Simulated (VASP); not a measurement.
Write the native input for VASP 6.6.1 that does the following.

- Task: single point
- Functional: LDA
- Potentials or basis: VASP PAW LDA potentials, release 64 (Hf_pv, S)
- Cutoff: 500 eV
- k mesh: 6 × 11 × 3
- Occupations: gaussian, width 0.05 eV
- Spin: no spin polarisation
- Dipole correction: no
- Further INCAR settings: ALGO = Normal; EDIFF = 1e-06; NBANDS = 58

The structure of Hf7S4 lies in POSCAR:

```
Hf7S4
1.0
    6.7485480000      0.0000000000      0.0000000000
   -1.6871370000      2.9222070000      0.0000000000
    0.0000000000      0.0000000000     11.7174070000
Hf S
7 4
Direct
    0.3333340000      0.3333330000      0.8998120000
    0.3333340000      0.3333330000      0.6001880000
    0.1666660000      0.6666670000      0.1001880000
    0.8333330000      0.3333330000      0.8998120000
    0.6666670000      0.6666670000      0.3998120000
    0.8333330000      0.3333330000      0.6001880000
    0.6666670000      0.6666670000      0.1001880000
    0.0000000000      0.0000000000      0.7500000000
    0.0000000000      0.0000000000      0.2500000000
    0.5000000000      0.0000000000      0.7500000000
    0.5000000000      0.0000000000      0.2500000000
```

One way to write it, as run:

INCAR

```
SYSTEM = Hf7S4
PREC = Accurate ; ENCUT = 500
EDIFF = 1E-6 ; ISMEAR = 0
SIGMA = 0.05 ; LREAL = .FALSE.
LASPH = .TRUE. ; NELM = 120
ALGO = Normal ; ISIF = 2
LWAVE = .FALSE. ; LCHARG = .TRUE.
GGA = CA ; LVHAR = .TRUE.
NBANDS = 58 ; GGA_COMPAT = .FALSE.
KPAR = 4
```

KPOINTS

```
regular mesh
0
G
  6 11 3
  0 0 0
```

Potentials or basis: VASP PAW LDA potentials, release 64 (Hf_pv, S).

Launch:

```bash
$ cat potpaw_LDA.64/Hf_pv/POTCAR potpaw_LDA.64/S/POTCAR > POTCAR
$ mpirun -np 4 vasp_std > vasp.out
```

It gave:

```
Pressure               : -7.8 GPa
Largest force          : 1.511 eV/Å
Band gap on the k mesh : zero (bands 47 and 48 overlap by 0.39 eV)
```

Caveat: the cell stands under tension; spin-orbit coupling is left out, which moves the levels of the heavy elements; forces of over 1 eV/Å act on the atoms, so gaps and moduli don't describe the material at rest.

Wall time 7 min on 4 MPI ranks on AMD EPYC 9R45 96-Core Processor (Zen 5), with other jobs on the host, peak memory 0.89 GiB a rank.
